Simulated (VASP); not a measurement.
## Ge5H3 (Germanium): single point with PBE+D3(BJ)

Ge5H3 (Germanium), a slab with vacuum:

```xyz
8
Lattice="4.0301 0.0000 0.0000 0.0000 4.0301 0.0000 0.0000 0.0000 25.6117" Properties=species:S:1:pos:R:3 pbc="T T T"
H     2.0150    3.3051    8.5000
H     2.0150    0.7250    8.5000
H     2.0150    0.0000   15.3274
Ge    2.0150    2.0150    9.4123
Ge    0.0000    2.0150   10.8371
Ge    0.0000    0.0000   12.2549
Ge    2.0150    0.0000   13.6414
Ge    2.0150    2.0150   15.3774
```

```json
{
  "Program": "VASP 6.6.1",
  "Task": "single point",
  "Functional": "PBE",
  "Dispersion": "D3(BJ)",
  "Potentials or basis": "VASP PAW PBE potentials, release 64 (H, Ge_d)",
  "Cutoff": "520 eV",
  "k mesh": "7 × 7 × 1",
  "Occupations": "gaussian, width 0.1 eV",
  "Spin": "no spin polarisation"
}
```

The largest force is 0.545 eV/Å and the dispersion energy per atom is -0.151 eV.

Forces on the atoms (eV/Å):
```
H    0.000 -0.509  0.196
H    0.000  0.509  0.196
H    0.000  0.000 -0.007
Ge   0.000  0.000 -0.252
Ge   0.000  0.000 -0.137
Ge   0.000  0.000 -0.002
Ge   0.000  0.000  0.001
Ge   0.000  0.000  0.007
```

Levels at points of the mesh, in eV from the Fermi level:
```tsv
k point	band 33	band 34	band 35	band 36	band 37	band 38	band 39	band 40
(0.00, 0.00, 0.00)	-2.02	-1.84	-1.13	-0.69	-0.53	1.10	1.20	1.44
```

Wall time 10 min on 1 thread of Intel Xeon 6975P-C (shared host), peak memory 0.58 GiB.
